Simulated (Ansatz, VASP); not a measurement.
# One calculation of BN, two programs

File INCAR:

```
ALGO     = Normal         # electronic algorithm
EDIFF    = 1E-7           # SCF threshold, eV
ENCUT    = 520            # plane-wave cutoff, eV
GGA      = PE             # functional
ISIF     = 2              # what is computed and relaxed
ISMEAR   = 0              # smearing method
LASPH    = True           # aspherical terms in the spheres
LCHARG   = False          # write CHGCAR
LREAL    = False          # projectors in reciprocal space
LWAVE    = False          # write WAVECAR
NBANDS   = 36             # bands
NELM     = 60             # most SCF steps
PREC     = Accurate       # precision mode
SIGMA    = 0.05           # smearing width, eV
```

The input KPOINTS:

```
k-points
0
Gamma
  10 10 2
```

POSCAR

```
BN
1.0
   -2.5545800960      0.0000000000      0.0000000000
   -1.2772900480     -2.2123312592      0.0000000000
   -2.8739026080     -1.6592484444     12.6735436055
B N
6 6
Direct
    0.4948277030      0.4948277030      0.2291186182
    0.2448277030      0.2448277030      0.5624519516
   -0.0051722970     -0.0051722970      0.8957852849
    0.2864943697      0.2864943697      0.0624519516
    0.0364943697      0.0364943697      0.3957852849
   -0.2135056303     -0.2135056303      0.7291186182
    0.5884806303      0.5884806303      0.1042480484
    0.3384806303      0.3384806303      0.4375813818
    0.0884806303      0.0884806303      0.7709147151
   -0.3698527030     -0.3698527030      0.9375813818
    0.1301472970      0.1301472970      0.2709147151
   -0.1198527030     -0.1198527030      0.6042480484
```

Input for Ansatz:

```yaml
crystal:
  lattice:
    - [-2.554580096, 0.0, 0.0]
    - [-1.277290048, -2.2123312592, 0.0]
    - [-2.873902608, -1.6592484444, 12.6735436055]
  atoms:
    - { symbol: B, position: [0.494827703, 0.494827703, 0.2291186182] }
    - { symbol: B, position: [0.244827703, 0.244827703, 0.5624519516] }
    - { symbol: B, position: [-0.005172297, -0.005172297, 0.8957852849] }
    - { symbol: B, position: [0.2864943697, 0.2864943697, 0.0624519516] }
    - { symbol: B, position: [0.0364943697, 0.0364943697, 0.3957852849] }
    - { symbol: B, position: [-0.2135056303, -0.2135056303, 0.7291186182] }
    - { symbol: "N", position: [0.5884806303, 0.5884806303, 0.1042480484] }
    - { symbol: "N", position: [0.3384806303, 0.3384806303, 0.4375813818] }
    - { symbol: "N", position: [0.0884806303, 0.0884806303, 0.7709147151] }
    - { symbol: "N", position: [-0.369852703, -0.369852703, 0.9375813818] }
    - { symbol: "N", position: [0.130147297, 0.130147297, 0.2709147151] }
    - { symbol: "N", position: [-0.119852703, -0.119852703, 0.6042480484] }
basis:
  ecutwfc: 420
kpoints:
  mp_grid: { grid: [10, 10, 2] }
hamiltonian:
  xc: pbe
scf:
  occupations: { method: gaussian, width: 0.05 }
output:
  forces: true
  stress: true
  eigenvalues: true
```

Alike in both runs: task single point; functional PBE; k mesh 10 × 10 × 2; occupations gaussian, width 0.05 eV; no spin polarisation.

|  | VASP | Ansatz |
| --- | --- | --- |
| version | VASP 6.6.1 | Ansatz 0.2.0 |
| potentials or method | VASP PAW PBE potentials, release 64 (B, N), cutoff 520 eV | scalar-relativistic, plane waves, PAW |
| valence electrons in the cell | 48 | 48 |

```csv
,VASP,Ansatz,Ansatz less VASP
gap on the k mesh at the Fermi level (eV),2.65,2.65,+0.002
least direct gap on the mesh (eV),3.56,3.56,+0.006
pressure (GPa),2.8,2.6,-0.21
"traceless stress, the component that is largest in VASP (GPa)",15.51,15.59,+0.082
rms of the force components (eV/Å),0.994,0.995,+0.0013
```

Atom by atom the forces differ by 0.003 eV/Å (rms over components).
